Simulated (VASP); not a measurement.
# Li2AlGa4 (I4/mmm) in VASP: notebook

The runs below take Li2AlGa4 through single point, with PBE.

Everything below comes from runs of VASP 6.6.1. Logs are shortened: lines on timing, memory, paths and dates and some standing lists are left out, and cuts for length are marked.

## (1) The cell of the first run

It takes space group I4/mmm (No. 139, tetragonal). The conventional cell has a = 6.447 Å, b = 6.447 Å, c = 5.268 Å, α = 90.00°, β = 90.00°, γ = 90.00°. Within 3.6 Å of Al (site symmetry 4/mmm) lie 12 Ga at 2.76 to 3.19 Å and 8 Li at 3.48 Å. Ga (site symmetry m2m) has 4 Ga at 2.54 to 2.81 Å and 4 Li at 2.68 Å and 3 Al at 2.76 to 3.19 Å within 3.4 Å. Li (site symmetry -4m2) has 2 Li at 2.63 Å and 8 Ga at 2.68 Å and 4 Al at 3.48 Å within 3.5 Å.

## (2) Single point, PBE

Input file INCAR:

```
SYSTEM = Li2AlGa4
ALGO = Normal
EDIFF = 1E-7
ENCUT = 520
GGA = PE
ISIF = 2
ISMEAR = 1
LASPH = .TRUE.
LCHARG = .FALSE.
LREAL = .FALSE.
LWAVE = .FALSE.
NBANDS = 40
NELM = 80
PREC = Accurate
SIGMA = 0.1414
```

Input file KPOINTS:

```
k-points
0
G
  5 5 5
  0 0 0
```

Input file POSCAR:

```
Li2AlGa4
1.0
   -3.2235750000      3.2235750000      2.6338030000
    3.2235750000     -3.2235750000      2.6338030000
    3.2235750000      3.2235750000     -2.6338030000
Al Ga Li
1 4 2
Direct
    0.0000000000      0.0000000000      0.0000000000
    0.3030000000      0.3030000000      0.6060000000
    0.3030000000      0.6970000000      0.0000000000
    0.6970000000      0.6970000000      0.3940000000
    0.6970000000      0.3030000000      0.0000000000
    0.7500000000      0.2500000000      0.5000000000
    0.2500000000      0.7500000000      0.5000000000
```

Potentials or basis: VASP PAW PBE potentials, release 64 (Al, Ga_d, Li_sv).

Launch:

```sh
$ cat potpaw_PBE.64/Al/POTCAR potpaw_PBE.64/Ga_d/POTCAR potpaw_PBE.64/Li_sv/POTCAR > POTCAR
$ mpirun -np 1 vasp_std > vasp.out
```

OUTCAR:

```text
SYSTEM = Li2AlGa4
   EDIFF = 1E-7
   ENCUT = 520
   GGA = PE
   ISIF = 2
   ISMEAR = 1
   LASPH = .TRUE.
   LREAL = .FALSE.
   NELM = 80
   PREC = Accurate

 ion  position               nearest neighbor table
   1  0.000  0.000  0.000-   3 2.76   5 2.76   2 2.76   4 2.76
   2  0.303  0.303  0.606-   3 2.54   5 2.54   7 2.68   6 2.68   6 2.68   7 2.68   1 2.76   4 2.81
                             4 2.81
   3  0.303  0.697  0.000-   2 2.54   4 2.54   6 2.68   7 2.68   7 2.68   6 2.68   1 2.76   5 2.81
                             5 2.81
   4  0.697  0.697  0.394-   3 2.54   5 2.54   7 2.68   6 2.68   6 2.68   7 2.68   1 2.76   2 2.81
                             2 2.81
   5  0.697  0.303  0.000-   2 2.54   4 2.54   7 2.68   6 2.68   6 2.68   7 2.68   1 2.76   3 2.81
                             3 2.81
   6  0.750  0.250  0.500-   2 2.68   4 2.68   5 2.68   5 2.68   3 2.68   3 2.68   2 2.68   4 2.68

   7  0.250  0.750  0.500-   2 2.68   4 2.68   3 2.68   3 2.68   5 2.68   5 2.68   4 2.68   2 2.68

  LATTYP: Found a body centered tetragonal cell.
 ALAT       =     6.4471500000
 C/A-ratio  =     0.8170441203

  Lattice vectors:

 A1 = (  -3.2235750000,   3.2235750000,   2.6338030000)
 A2 = (   3.2235750000,  -3.2235750000,   2.6338030000)
 A3 = (   3.2235750000,   3.2235750000,  -2.6338030000)

Analysis of symmetry for initial positions (statically):
=====================================================================
 Subroutine PRICEL returns:
 Original cell was already a primitive cell.

 Routine SETGRP: Setting up the symmetry group for a
 body centered tetragonal supercell.

 Subroutine GETGRP returns: Found 16 space group operations
 (whereof 16 operations were pure point group operations)
 out of a pool of 16 trial point group operations.

The static configuration has the point symmetry D_4h.

Analysis of symmetry for dynamics (positions and initial velocities):
=====================================================================
 Subroutine PRICEL returns:
 Original cell was already a primitive cell.

 Routine SETGRP: Setting up the symmetry group for a
 body centered tetragonal supercell.

 Subroutine GETGRP returns: Found 16 space group operations
 (whereof 16 operations were pure point group operations)
 out of a pool of 16 trial point group operations.

The dynamic configuration has the point symmetry D_4h.

 Subroutine INISYM returns: Found 16 space group operations
 (whereof 16 operations are pure point group operations),
 and found     1 'primitive' translations

----------------------------------------------------------------------------------------

                                     Primitive cell

  volume of cell :     109.4760

  direct lattice vectors                    reciprocal lattice vectors
    -3.223575000  3.223575000  2.633803000     0.000000000  0.155107295  0.189839559
     3.223575000 -3.223575000  2.633803000     0.155107295  0.000000000  0.189839559
     3.223575000  3.223575000 -2.633803000     0.155107295  0.155107295  0.000000000

  length of vectors
     5.264958671  5.264958671  5.264958671     0.245147570  0.245147570  0.219354841

  position of ions in fractional coordinates (direct lattice)
     0.000000000  0.000000000  0.000000000
     0.303000000  0.303000000  0.606000000
     0.303000000  0.697000000  0.000000000
     0.697000000  0.697000000  0.394000000
     0.697000000  0.303000000  0.000000000
     0.750000000  0.250000000  0.500000000
     0.250000000  0.750000000  0.500000000

  ion indices of the primitive-cell ions
   primitive index   ion index
                 1           1
                 2           2
                 3           3
                 4           4
                 5           5
                 6           6
                 7           7

----------------------------------------------------------------------------------------

 KPOINTS: k-points

Automatic generation of k-mesh.
 Grid dimensions read from file:
 generate k-points for:    5    5    5

 Generating k-lattice:

  Cartesian coordinates                     Fractional coordinates (reciprocal lattice)
     0.000000000  0.031021459  0.037967912     0.200000000 -0.000000000  0.000000000
     0.031021459  0.000000000  0.037967912    -0.000000000  0.200000000  0.000000000
     0.031021459  0.031021459  0.000000000     0.000000000  0.000000000  0.200000000

  Length of vectors
     0.049029514  0.049029514  0.043870968

  Shift w.r.t. Gamma in fractional coordinates (k-lattice)
     0.000000000  0.000000000  0.000000000

 Subroutine IBZKPT returns following result:
 ===========================================

 Found     18 irreducible k-points:

 Following reciprocal coordinates:
            Coordinates               Weight
  0.000000  0.000000  0.000000      1.000000
  0.200000  0.000000  0.000000      8.000000
  0.400000  0.000000  0.000000      8.000000
  0.200000  0.200000  0.000000      8.000000
  0.400000  0.200000  0.000000     16.000000
 -0.400000  0.200000  0.000000     16.000000
[... 10 lines left out ...]
 -0.400000  0.400000  0.400000      4.000000
 -0.400000 -0.400000  0.400000      2.000000
   k-points           NKPTS =     18   k-points in BZ     NKDIM =     18   number of bands    NBANDS=     40
   number of dos      NEDOS =    301   number of ions     NIONS =      7
   total plane-waves  NPLWV =  64000
   dimension x,y,z NGX =    40 NGY =   40 NGZ =   40
   dimension x,y,z NGXF=    80 NGYF=   80 NGZF=   80
   ions per type =               1   4   2
   NGX,Y,Z   is equivalent  to a cutoff of  12.63, 12.63, 12.63 a.u.
   NGXF,Y,Z  is equivalent  to a cutoff of  25.26, 25.26, 25.26 a.u.
 SYSTEM =  Li2AlGa4
   PREC   = accura    normal or accurate (medium, high low for compatibility)
   ISTART =      0    job   : 0-new  1-cont  2-samecut
   ICHARG =      2    charge: 1-file 2-atom 10-const
   ISPIN  =      1    spin polarized calculation?
   LNONCOLLINEAR =      F non collinear calculations
   LSORBIT =      F    spin-orbit coupling
   LASPH  =      T    aspherical Exc in radial PAW
   ENCUT  =  520.0 eV  38.22 Ry    6.18 a.u.   9.79  9.79  9.79*2*pi/ulx,y,z
   NELM   =     80;   NELMIN=  2; NELMDL= -5     # of ELM steps
   EDIFF  = 0.1E-06   stopping-criterion for ELM
   LREAL  =      F    real-space projection
   EDIFFG = 0.1E-05   stopping-criterion for IOM
   NSW    =      0    number of steps for IOM
   IBRION =     -1    ionic relax: 0-MD 1-quasi-New 2-CG
   NFREE  =      0    steps in history (QN), initial steepest desc. (CG)
   ISIF   =      2    stress and relaxation
   ISYM   =      2    0-nonsym 1-usesym 2-fastsym
   POTIM  = 0.5000    time-step for ionic-motion
   TEBEG  =    0.0;   TEEND  =   0.0 temperature during run
   PSTRESS=    0.0 pullay stress
   NELECT =      61.0000    total number of electrons
   NUPDOWN=      -1.0000    fix difference up-down
   EMIN   =  10.00;   EMAX   =-10.00  energy-range for DOS
   EFERMI =   0.00;   METHOD = LEGACY
   ISMEAR =     1;   SIGMA  =   0.14  broadening in eV -4-tet -1-fermi 0-gaus
   EFERMI_NEDOS =   21; number of points for ismear=-14 and -15
   IALGO  =     38    algorithm
   IMIX   =      4    mixing-type and parameters
     AMIX     =   0.40;   BMIX     =  1.00
     AMIX_MAG =   1.60;   BMIX_MAG =  1.00
  volume/ion in A,a.u.               =      15.64       105.54
  Fermi-wavevector in a.u.,A,eV,Ry     =   1.347137  2.545720 24.691562  1.814779
  Thomas-Fermi vector in A             =   2.474912
   LORBIT       =      0    0 simple, 1 ext, 2 COOP (PROOUT), +10 PAW based schemes
   GGA     = PE    functional components
   LHFCALC =     F    Hartree Fock is set to
   AEXX    =    0.0000 exact exchange contribution
   IVDW    =     0    specifies the selected vdW correction
   LEPSILON=     F    determine dielectric tensor
   LRPA    =     F    only Hartree local field effects (RPA)
 non-spin polarized calculation
 Methfessel and Paxton  Order N= 1 SIGMA  =   0.14
  energy-cutoff  :      520.00
  volume of cell :      109.48
 maximum number of plane-waves:      2956
   NGX = 19   NGY = 19   NGZ = 19

 number of electron      61.0000004 magnetization

 Free energy of the ion-electron system (eV)
  ---------------------------------------------------
  ext. energy  EPLUGINS =         0.00000000
  ---------------------------------------------------
  free energy    TOTEN  =       -20.03508670 eV

  energy without entropy =      -20.03083484  energy(sigma->0) =      -20.03366941

 E-fermi :   5.9594     XC(G=0): -10.5912

 val. band max:        5.8888226791   @ k =  -0.2000  -0.4000   0.2000
 cond. band min:       5.9605475008   @ k =   0.4000   0.4000   0.0000
 fundamental gap:      0.0717248217
 Fermi energy:         5.9594310664

 k-point     1 :       0.0000    0.0000    0.0000
  band No.  band energies     occupation
      1     -40.5309      2.00000
      2     -40.4989      2.00000
      3      -9.3722      2.00000
      4      -9.3237      2.00000
      5      -9.2855      2.00000
      6      -9.2675      2.00000
[... 32 lines left out ...]
     39      12.4351      0.00000
     40      14.7066      0.00000

 k-point     2 :       0.2000    0.0000    0.0000
  band No.  band energies     occupation
      1     -40.5279      2.00000
      2     -40.5020      2.00000
      3      -9.3686      2.00000
      4      -9.3328      2.00000
      5      -9.2851      2.00000
      6      -9.2583      2.00000
[... 32 lines left out ...]
     39      12.5654      0.00000
     40      13.1173      0.00000

 k-point     3 :       0.4000    0.0000    0.0000
  band No.  band energies     occupation
      1     -40.5199      2.00000
      2     -40.5100      2.00000
      3      -9.3609      2.00000
      4      -9.3295      2.00000
      5      -9.3000      2.00000
      6      -9.2719      2.00000
[... 595 lines left out ...]
  band No.  band energies     occupation
      1     -40.5308      2.00000
      2     -40.4991      2.00000
      3      -9.3554      2.00000
      4      -9.3095      2.00000
      5      -9.3006      2.00000
      6      -9.2863      2.00000
[... 32 lines left out ...]
     39      11.2813      0.00000
     40      11.4807      0.00000

 k-point    18 :      -0.4000   -0.4000    0.4000
  band No.  band energies     occupation
      1     -40.5277      2.00000
      2     -40.5021      2.00000
      3      -9.3597      2.00000
      4      -9.3133      2.00000
      5      -9.3133      2.00000
      6      -9.3051      2.00000
[... 32 lines left out ...]
     39      12.4368      0.00000
     40      12.4474      0.00000

------------------------ aborting loop because EDIFF is reached ----------------------------------------

  FORCE on cell =-STRESS in cart. coord.  units (eV):
  Direction    XX          YY          ZZ          XY          YZ          ZX
  --------------------------------------------------------------------------------------
  -------------------------------------------------------------------------------------
  Total        3.3467799      3.3467799      2.4732131      0.0000000      0.0000000      0.0000000
  in kB       48.9800134     48.9800134     36.1953926      0.0000000      0.0000000      0.0000000
  external PRESSURE =      44.7184731 kB  Pullay stress =       0.0000000 kB

 VOLUME and BASIS-vectors are now :
 -----------------------------------------------------------------------------
  energy-cutoff  :      520.00
  volume of cell :      109.48
      direct lattice vectors                 reciprocal lattice vectors
    -3.223575000  3.223575000  2.633803000     0.000000000  0.155107295  0.189839559
     3.223575000 -3.223575000  2.633803000     0.155107295  0.000000000  0.189839559
     3.223575000  3.223575000 -2.633803000     0.155107295  0.155107295  0.000000000

 POSITION                                       TOTAL-FORCE (eV/Angst)
 -----------------------------------------------------------------------------------
      0.00000      0.00000      0.00000        -0.000000      0.000000     -0.000000
      1.95349      1.95349     -0.00000        -0.089599     -0.089599     -0.000000
      1.27009     -1.27009      2.63380         0.089599     -0.089599     -0.000000
      1.27009      1.27009      2.63380         0.089599      0.089599      0.000000
     -1.27009      1.27009      2.63380        -0.089599      0.089599     -0.000000
      0.00000      3.22357      1.31690        -0.000000      0.000000     -0.000000
      3.22357      0.00000      1.31690        -0.000000      0.000000     -0.000000
 -----------------------------------------------------------------------------------
    total drift:                                0.000000      0.000000     -0.000000

  FREE ENERGIE OF THE ION-ELECTRON SYSTEM (eV)
  ---------------------------------------------------
  free  energy   TOTEN  =       -20.0350866999 eV

  energy  without entropy=      -20.0308348434  energy(sigma->0) =      -20.03366941
```

It took 91 s on 1 thread of AMD EPYC 7R13 (Zen 3), shared host; peak memory 0.23 GiB.

Results:

| Item | Value |
| --- | --- |
| Free energy | -20.0351 eV |
| Largest force | 0.127 eV/Å |
| Band gap on the k mesh | zero (an odd number of electrons rules out a gap without spin polarisation) |

Forces in eV/Å, atoms in the order of the input:
```
Al   0.000  0.000  0.000
Ga  -0.090 -0.090  0.000
Ga   0.090 -0.090  0.000
Ga   0.090  0.090  0.000
Ga  -0.090  0.090  0.000
Li   0.000  0.000  0.000
Li   0.000  0.000  0.000
```

Levels at points of the mesh, in eV from the Fermi level:
```tsv
k point	band 26	band 27	band 28	band 29	band 30	band 31	band 32	band 33	band 34	band 35
(0.00, 0.00, 0.00)	-4.41	-2.77	-2.43	-2.43	-2.13	-2.13	-2.04	-0.84	-0.83	2.98
```

Caveat: the cutoff is under 1.25 times the usual one of these potentials, so pressure, stress and relaxed cells hold a basis-set (Pulay) error.

## (3) Single point, PBE

Input file INCAR:

```
SYSTEM = Li2AlGa4
PREC = Accurate ; ENCUT = 520
EDIFF = 1E-7 ; ISMEAR = 1
SIGMA = 0.15 ; LREAL = .FALSE.
LASPH = .TRUE. ; NELM = 60
ALGO = Normal ; ISIF = 2
LWAVE = .FALSE. ; LCHARG = .TRUE.
GGA = PE ; LELF = .TRUE.
LVHAR = .TRUE. ; NBANDS = 40
```

Input file KPOINTS:

```
regular mesh
0
G
  5 5 5
  0 0 0
```

POSCAR is that of step 2.

Potentials or basis: VASP PAW PBE potentials, release 64 (Al, Ga_d, Li_sv).

Launch:

```sh
$ cat potpaw_PBE.64/Al/POTCAR potpaw_PBE.64/Ga_d/POTCAR potpaw_PBE.64/Li_sv/POTCAR > POTCAR
$ mpirun -np 1 vasp_std > vasp.out
```

It took 86 s on 1 thread of AMD EPYC 7R13 (Zen 3), shared host; peak memory 0.24 GiB.

It converged, with:

```
Free energy            : -20.0354 eV
Largest force          : 0.129 eV/Å
Band gap on the k mesh : zero (an odd number of electrons rules out a gap without spin polarisation)
```

Forces in eV/Å, atoms in the order of the input:
```
Al   0.000  0.000  0.000
Ga  -0.091 -0.091  0.000
Ga   0.091 -0.091  0.000
Ga   0.091  0.091  0.000
Ga  -0.091  0.091  0.000
Li   0.000  0.000  0.000
Li   0.000  0.000  0.000
```

Levels at points of the mesh, in eV from the Fermi level:
| k point | band 28 | band 29 | band 30 | band 31 | band 32 | band 33 |
| --- | --- | --- | --- | --- | --- | --- |
| (0.00, 0.00, 0.00) | -2.43 | -2.43 | -2.13 | -2.13 | -2.03 | -0.84 |

Caveat: the cutoff is under 1.25 times the usual one of these potentials, so pressure, stress and relaxed cells hold a basis-set (Pulay) error.

The gap in the log of VASP goes by the Fermi energy; the results here count the filled bands.